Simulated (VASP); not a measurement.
# NaPt2BrO2 (P3m1) in VASP: single point with PBE

Aim: the single point of NaPt2BrO2 with PBE.

All numbers are computed with VASP 6.6.1; they aren't measurements. Logs are shortened: lines on timing, memory, paths and dates and some standing lists are left out, and cuts for length are marked.

**1. The cell of the first run**

It takes space group P3m1 (No. 156, trigonal). Conventional cell: a = 3.549 Å, b = 3.549 Å, c = 8.494 Å, α = 90.00°, β = 90.00°, γ = 120.00°. Na (site symmetry 3m) has 4 O at 2.47 to 3.12 Å and 3 Pt at 3.03 Å and 3 Br at 3.04 Å within 3.3 Å. Pt (site symmetry 3m) has 4 O at 2.50 to 3.17 Å and 3 Br at 2.67 Å and 3 Pt at 3.09 Å within 3.3 Å. Within 2.9 Å of Pt (site symmetry 3m) lie 6 O at 2.22 to 2.23 Å. Br (site symmetry 3m) has 3 Pt at 2.67 Å and 3 Na at 3.04 Å within 3.5 Å. Within 3.0 Å of O (site symmetry 3m) lie 6 Pt at 2.23 to 2.50 Å and 3 O at 2.69 Å. Within 2.9 Å of O (site symmetry 3m) lie 3 Pt at 2.22 Å and 3 Na at 2.47 Å and 3 O at 2.69 Å.

**2. Single point, PBE**

File INCAR:

```
PREC = Accurate
ENCUT = 600
EDIFF = 1E-6
ISMEAR = 0
SIGMA = 0.15
LREAL = F
LASPH = T
NELM = 120
ALGO = Normal
ISIF = 2
LWAVE = F
LCHARG = T
GGA = PE
LELF = T
LVHAR = T
NBANDS = 32
GGA_COMPAT = F
```

File KPOINTS:

```
regular mesh
0
Gamma
  4 4 2
```

File POSCAR:

```
NaPt2BrO2
1.0
    3.5491058202      0.0000000028      0.0000000000
   -1.7745529125      3.0736157996      0.0000000000
    0.0000000000      0.0000000000      8.4939505663
Na Pt Br O
1 2 1 2
Direct
    0.6666666667      0.3333333333      0.7604451605
    0.3333333333      0.6666666667      0.2250763020
    0.0000000000      0.0000000000      0.4978300153
    0.0000000000      0.0000000000      0.0243321458
    0.6666666667      0.3333333333      0.3936439506
    0.3333333333      0.6666666667      0.5986713959
```

Potentials or basis: VASP PAW PBE potentials, release 64 (Na_pv, Pt, Br, O).

On the command line:

```
$ cat potpaw_PBE.64/Na_pv/POTCAR potpaw_PBE.64/Pt/POTCAR potpaw_PBE.64/Br/POTCAR potpaw_PBE.64/O/POTCAR > POTCAR
$ mpirun -np 1 vasp_std > vasp.out
```

OUTCAR:

```text
PREC = Accurate
   ENCUT = 600
   EDIFF = 1E-6
   ISMEAR = 0
   LREAL = F
   LASPH = T
   NELM = 120
   ISIF = 2
   GGA = PE

 ion  position               nearest neighbor table
   1  0.667  0.333  0.760-   3 3.03   3 3.03   3 3.03
   2  0.333  0.667  0.225-   5 2.50   5 2.50   5 2.50   4 2.67   4 2.67   4 2.67   3 3.09   3 3.09
                             3 3.09
   3  0.000  0.000  0.498-   6 2.22   6 2.22   6 2.22   5 2.23   5 2.23   5 2.23   1 3.03   1 3.03
                             1 3.03   2 3.09   2 3.09   2 3.09
   4  0.000  0.000  0.024-   2 2.67   2 2.67   2 2.67
   5  0.667  0.333  0.394-   3 2.23   3 2.23   3 2.23   2 2.50   2 2.50   2 2.50
   6  0.333  0.667  0.599-   3 2.22   3 2.22   3 2.22

  LATTYP: Found a hexagonal cell.
 ALAT       =     3.5491058202
 C/A-ratio  =     2.3932649508

  Lattice vectors:

 A1 = (   3.5491058202,   0.0000000028,   0.0000000000)
 A2 = (  -1.7745529125,   3.0736157996,   0.0000000000)
 A3 = (   0.0000000000,   0.0000000000,   8.4939505663)

Analysis of symmetry for initial positions (statically):
=====================================================================
 Subroutine PRICEL returns:
 Original cell was already a primitive cell.

 Routine SETGRP: Setting up the symmetry group for a
 hexagonal supercell.

 Subroutine GETGRP returns: Found  6 space group operations
 (whereof  6 operations were pure point group operations)
 out of a pool of 24 trial point group operations.

The static configuration has the point symmetry C_3v.

Analysis of symmetry for dynamics (positions and initial velocities):
=====================================================================
 Subroutine PRICEL returns:
 Original cell was already a primitive cell.

 Routine SETGRP: Setting up the symmetry group for a
 hexagonal supercell.

 Subroutine GETGRP returns: Found  6 space group operations
 (whereof  6 operations were pure point group operations)
 out of a pool of 24 trial point group operations.

The dynamic configuration has the point symmetry C_3v.

 Subroutine INISYM returns: Found  6 space group operations
 (whereof  6 operations are pure point group operations),
 and found     1 'primitive' translations

----------------------------------------------------------------------------------------

                                     Primitive cell

  volume of cell :      92.6570

  direct lattice vectors                    reciprocal lattice vectors
     3.549105820  0.000000003  0.000000000     0.281761111  0.162674854  0.000000000
    -1.774552912  3.073615800  0.000000000    -0.000000000  0.325349707  0.000000000
     0.000000000  0.000000000  8.493950566     0.000000000  0.000000000  0.117730848

  length of vectors
     3.549105820  3.549105820  8.493950566     0.325349707  0.325349707  0.117730848

  position of ions in fractional coordinates (direct lattice)
     0.666666667  0.333333333  0.760445160
     0.333333333  0.666666667  0.225076302
     0.000000000  0.000000000  0.497830015
     0.000000000  0.000000000  0.024332146
     0.666666667  0.333333333  0.393643951
     0.333333333  0.666666667  0.598671396

  ion indices of the primitive-cell ions
   primitive index   ion index
                 1           1
                 2           2
                 3           3
                 4           4
                 5           5
                 6           6

----------------------------------------------------------------------------------------

 KPOINTS: regular mesh

Automatic generation of k-mesh.
 Grid dimensions read from file:
 generate k-points for:    4    4    2

 Generating k-lattice:

  Cartesian coordinates                     Fractional coordinates (reciprocal lattice)
     0.070440278  0.040668713  0.000000000     0.250000000  0.000000000  0.000000000
    -0.000000000  0.081337427  0.000000000    -0.000000000  0.250000000  0.000000000
     0.000000000  0.000000000  0.058865424     0.000000000  0.000000000  0.500000000

  Length of vectors
     0.081337427  0.081337427  0.058865424

  Shift w.r.t. Gamma in fractional coordinates (k-lattice)
     0.000000000  0.000000000  0.000000000

 Subroutine IBZKPT returns following result:
 ===========================================

 Found      8 irreducible k-points:

 Following reciprocal coordinates:
            Coordinates               Weight
  0.000000  0.000000  0.000000      1.000000
  0.250000 -0.000000  0.000000      6.000000
  0.500000 -0.000000  0.000000      3.000000
  0.250000  0.250000  0.000000      6.000000
  0.000000  0.000000  0.500000      1.000000
  0.250000 -0.000000  0.500000      6.000000
  0.500000 -0.000000  0.500000      3.000000
  0.250000  0.250000  0.500000      6.000000
   k-points           NKPTS =      8   k-points in BZ     NKDIM =      8   number of bands    NBANDS=     32
   number of dos      NEDOS =    301   number of ions     NIONS =      6
   total plane-waves  NPLWV =  54880
   dimension x,y,z NGX =    28 NGY =   28 NGZ =   70
   dimension x,y,z NGXF=    56 NGYF=   56 NGZF=  140
   ions per type =               1   2   1   2
   NGX,Y,Z   is equivalent  to a cutoff of  13.12, 13.12, 13.70 a.u.
   NGXF,Y,Z  is equivalent  to a cutoff of  26.23, 26.23, 27.40 a.u.
 SYSTEM =  unknown system
   PREC   = accura    normal or accurate (medium, high low for compatibility)
   ISTART =      0    job   : 0-new  1-cont  2-samecut
   ICHARG =      2    charge: 1-file 2-atom 10-const
   ISPIN  =      1    spin polarized calculation?
   LNONCOLLINEAR =      F non collinear calculations
   LSORBIT =      F    spin-orbit coupling
   LASPH  =      T    aspherical Exc in radial PAW
   ENCUT  =  600.0 eV  44.10 Ry    6.64 a.u.   7.09  7.09 16.96*2*pi/ulx,y,z
   NELM   =    120;   NELMIN=  2; NELMDL= -5     # of ELM steps
   EDIFF  = 0.1E-05   stopping-criterion for ELM
   LREAL  =      F    real-space projection
   EDIFFG = 0.1E-04   stopping-criterion for IOM
   NSW    =      0    number of steps for IOM
   IBRION =     -1    ionic relax: 0-MD 1-quasi-New 2-CG
   NFREE  =      0    steps in history (QN), initial steepest desc. (CG)
   ISIF   =      2    stress and relaxation
   ISYM   =      2    0-nonsym 1-usesym 2-fastsym
   POTIM  = 0.5000    time-step for ionic-motion
   TEBEG  =    0.0;   TEEND  =   0.0 temperature during run
   PSTRESS=    0.0 pullay stress
   NELECT =      46.0000    total number of electrons
   NUPDOWN=      -1.0000    fix difference up-down
   EMIN   =  10.00;   EMAX   =-10.00  energy-range for DOS
   EFERMI =   0.00;   METHOD = LEGACY
   ISMEAR =     0;   SIGMA  =   0.15  broadening in eV -4-tet -1-fermi 0-gaus
   EFERMI_NEDOS =   21; number of points for ismear=-14 and -15
   IALGO  =     38    algorithm
   IMIX   =      4    mixing-type and parameters
     AMIX     =   0.40;   BMIX     =  1.00
     AMIX_MAG =   1.60;   BMIX_MAG =  1.00
  volume/ion in A,a.u.               =      15.44       104.21
  Fermi-wavevector in a.u.,A,eV,Ry     =   1.296288  2.449628 22.862706  1.680361
  Thomas-Fermi vector in A             =   2.427753
   LORBIT       =      0    0 simple, 1 ext, 2 COOP (PROOUT), +10 PAW based schemes
   GGA     = PE    functional components
   LHFCALC =     F    Hartree Fock is set to
   AEXX    =    0.0000 exact exchange contribution
   IVDW    =     0    specifies the selected vdW correction
   LEPSILON=     F    determine dielectric tensor
   LRPA    =     F    only Hartree local field effects (RPA)
 non-spin polarized calculation
 Gauss-broadening in eV      SIGMA  =   0.15
  energy-cutoff  :      600.00
  volume of cell :       92.66
 maximum number of plane-waves:      3116
   NGX = 15   NGY = 15   NGZ = 33

 number of electron      45.9999996 magnetization

 Free energy of the ion-electron system (eV)
  ---------------------------------------------------
  ext. energy  EPLUGINS =         0.00000000
  ---------------------------------------------------
  free energy    TOTEN  =       -25.66906857 eV

  energy without entropy =      -25.62070896  energy(sigma->0) =      -25.64488877

 E-fermi :   5.4917     XC(G=0): -10.7511

 val. band max:        5.4582991591   @ k =   0.5000  -0.0000   0.0000
 cond. band min:       5.4970763253   @ k =   0.2500  -0.0000   0.5000
 fundamental gap:      0.0387771662
 Fermi energy:         5.4916869842

 k-point     1 :       0.0000    0.0000    0.0000
  band No.  band energies     occupation
      1     -18.3192      2.00000
      2     -18.2794      2.00000
      3     -18.2794      2.00000
      4     -13.8644      2.00000
      5     -12.4465      2.00000
      6     -10.9125      2.00000
[... 24 lines left out ...]
     31      14.7766      0.00000
     32      14.7766      0.00000

 k-point     2 :       0.2500   -0.0000    0.0000
  band No.  band energies     occupation
      1     -18.3161      2.00000
      2     -18.3034      2.00000
      3     -18.2855      2.00000
      4     -13.5378      2.00000
      5     -12.6098      2.00000
      6     -10.6049      2.00000
[... 24 lines left out ...]
     31      14.1490      0.00000
     32      14.7150      0.00000

 k-point     3 :       0.5000   -0.0000    0.0000
  band No.  band energies     occupation
      1     -18.3425      2.00000
      2     -18.2973      2.00000
      3     -18.2916      2.00000
      4     -13.1784      2.00000
      5     -12.7740      2.00000
      6     -10.2487      2.00000
[... 24 lines left out ...]
     31      12.9083      0.00000
     32      14.6550      0.00000

 k-point     4 :       0.2500    0.2500    0.0000
  band No.  band energies     occupation
      1     -18.3306      2.00000
      2     -18.3038      2.00000
      3     -18.2970      2.00000
      4     -13.2091      2.00000
      5     -12.7404      2.00000
      6     -10.2533      2.00000
[... 24 lines left out ...]
     31      13.0032      0.00000
     32      13.6096      0.00000

 k-point     5 :       0.0000    0.0000    0.5000
  band No.  band energies     occupation
      1     -18.3193      2.00000
      2     -18.2794      2.00000
      3     -18.2794      2.00000
      4     -13.8617      2.00000
      5     -12.4530      2.00000
      6     -10.9076      2.00000
[... 24 lines left out ...]
     31      14.7450      0.00000
     32      14.7875      0.00000

 k-point     6 :       0.2500   -0.0000    0.5000
  band No.  band energies     occupation
      1     -18.3161      2.00000
      2     -18.3034      2.00000
      3     -18.2855      2.00000
      4     -13.5369      2.00000
      5     -12.6110      2.00000
      6     -10.6048      2.00000
[... 24 lines left out ...]
     31      14.3539      0.00000
     32      15.0429      0.00000

 k-point     7 :       0.5000   -0.0000    0.5000
  band No.  band energies     occupation
      1     -18.3425      2.00000
      2     -18.2973      2.00000
      3     -18.2916      2.00000
      4     -13.1785      2.00000
      5     -12.7740      2.00000
      6     -10.2485      2.00000
[... 24 lines left out ...]
     31      13.8709      0.00000
     32      14.2955      0.00000

 k-point     8 :       0.2500    0.2500    0.5000
  band No.  band energies     occupation
      1     -18.3306      2.00000
      2     -18.3038      2.00000
      3     -18.2970      2.00000
      4     -13.2090      2.00000
      5     -12.7404      2.00000
      6     -10.2533      2.00000
[... 24 lines left out ...]
     31      13.8708      0.00000
     32      14.3039      0.00000

------------------------ aborting loop because EDIFF is reached ----------------------------------------

  FORCE on cell =-STRESS in cart. coord.  units (eV):
  Direction    XX          YY          ZZ          XY          YZ          ZX
  --------------------------------------------------------------------------------------
  -------------------------------------------------------------------------------------
  Total       -0.1624110     -0.1624110      0.0758723     -0.0000000     -0.0000000     -0.0000000
  in kB       -2.8083275     -2.8083275      1.3119447     -0.0000000     -0.0000000     -0.0000000
  external PRESSURE =      -1.4349034 kB  Pullay stress =       0.0000000 kB

 VOLUME and BASIS-vectors are now :
 -----------------------------------------------------------------------------
  energy-cutoff  :      600.00
  volume of cell :       92.66
      direct lattice vectors                 reciprocal lattice vectors
     3.549105820  0.000000003  0.000000000     0.281761111  0.162674854  0.000000000
    -1.774552912  3.073615800  0.000000000    -0.000000000  0.325349707  0.000000000
     0.000000000  0.000000000  8.493950566     0.000000000  0.000000000  0.117730848

 POSITION                                       TOTAL-FORCE (eV/Angst)
 -----------------------------------------------------------------------------------
      1.77455      1.02454      6.45918         0.000000      0.000000     -0.004809
     -0.00000      2.04908      1.91179        -0.000000     -0.000000      0.039846
      0.00000      0.00000      4.22854         0.000000     -0.000000      0.036307
      0.00000      0.00000      0.20668        -0.000000     -0.000000     -0.010889
      1.77455      1.02454      3.34359        -0.000000     -0.000000     -0.067030
     -0.00000      2.04908      5.08509        -0.000000     -0.000000      0.006574
 -----------------------------------------------------------------------------------
    total drift:                               -0.000001      0.000000     -0.001764

  FREE ENERGIE OF THE ION-ELECTRON SYSTEM (eV)
  ---------------------------------------------------
  free  energy   TOTEN  =       -25.6690685692 eV

  energy  without entropy=      -25.6207089638  energy(sigma->0) =      -25.64488877
```

Run time: 75 s. Hardware: 1 thread of Intel Xeon 8259CL, shared host; peak memory 0.24 GiB.

Results:

- Free energy: -25.6691 eV
- Pressure: -0.1 GPa
- Largest force: 0.067 eV/Å
- Band gap on the k mesh: 0.04 eV, indirect (least direct gap 0.21 eV)

Forces on the atoms (eV/Å):
```
Na   0.000  0.000 -0.005
Pt   0.000  0.000  0.040
Pt   0.000  0.000  0.036
Br   0.000  0.000 -0.011
O    0.000  0.000 -0.067
O    0.000  0.000  0.007
```

Caveat: the k points lie up to 0.51 Å⁻¹ apart; spin-orbit coupling is left out, which moves the levels of the heavy elements. A k mesh can miss the band edges.
